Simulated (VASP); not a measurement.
Input of a VASP 6.6.1 run:

File INCAR:

```
PREC = Accurate
ENCUT = 400
EDIFF = 1E-6
ISMEAR = 0
SIGMA = 0.1
LREAL = False
LASPH = True
NELM = 120
ALGO = Normal
ISIF = 2
LWAVE = False
LCHARG = True
LDIPOL = True
IDIPOL = 3
DIPOL = 0.5 0.5 0.500
GGA = PE
LELF = True
LVHAR = True
LVACPOTAV = True
NBANDS = 16
GGA_COMPAT = False
NELMDL = -8
```

The input KPOINTS:

```
Automatic mesh
0
Gamma
  4 4 1
```

POSCAR

```
AlP
1.0
    3.8544390000      0.0000000000      0.0000000000
    0.0000000000      3.8544390000      0.0000000000
    0.0000000000      0.0000000000     20.0882499319
Al P
2 2
Direct
    0.0000000000      0.0000000000      0.3982427552
    0.5000000000      0.5000000000      0.5339190816
    1.0000000000      0.5000000000      0.4660809184
    0.5000000000      0.0000000000      0.6017572448
```

Potentials or basis: VASP PAW PBE potentials, release 64 (Al, P).

The run is started by

```bash
$ cat potpaw_PBE.64/Al/POTCAR potpaw_PBE.64/P/POTCAR > POTCAR
$ mpirun -np 1 vasp_std > vasp.out
```

Q: Predict the largest force.

A: 1.046 eV/Å.

Forces in eV/Å, atoms in the order of the input:
```
Al   0.000  0.000  0.127
Al   0.000  0.000  1.046
P    0.000  0.000 -0.802
P    0.000  0.000 -0.371
```

Caveat: the k points lie up to 0.41 Å⁻¹ apart.
